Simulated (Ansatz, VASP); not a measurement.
Ge: VASP beside Ansatz

```
CELL_PARAMETERS angstrom
4.09041 0.00000 0.00000
-2.04520 3.54240 0.00000
0.00000 0.00000 3.32658
ATOMIC_POSITIONS crystal
Ge 0.66667 0.33333 0.14086
Ge 0.33333 0.66667 0.85914
```

Alike in both runs: functional r2SCAN; k mesh 4 × 4 × 5; occupations fermi-dirac, width 0.05 eV; no spin polarisation.

```csv
,VASP,Ansatz
version,VASP 6.6.1,Ansatz 0.2.0
potentials or method,"VASP PAW PBE potentials, release 64 (Ge_d)",Ansatz PAW
plane-wave cutoff (eV),520,500
valence electrons in the cell,28,28
task,single point,projected density of states
```

```tsv
	VASP	Ansatz	Ansatz less VASP
gap on the k mesh at the Fermi level (eV)	none	none	-
pressure (GPa)	-3.7	-3.8	-0.01
traceless stress, the component that is largest in VASP (GPa)	3.33	3.36	+0.024
rms of the force components (eV/Å)	0.054	0.063	+0.0092
```

VASP's potentials were made for PBE, not for r2SCAN. Atom by atom the forces differ by 0.009 eV/Å (rms over components). A gap of «none» marks a metal or a gap that the smearing closes.

The k mesh is coarse, so the values compare programs but aren't converged.
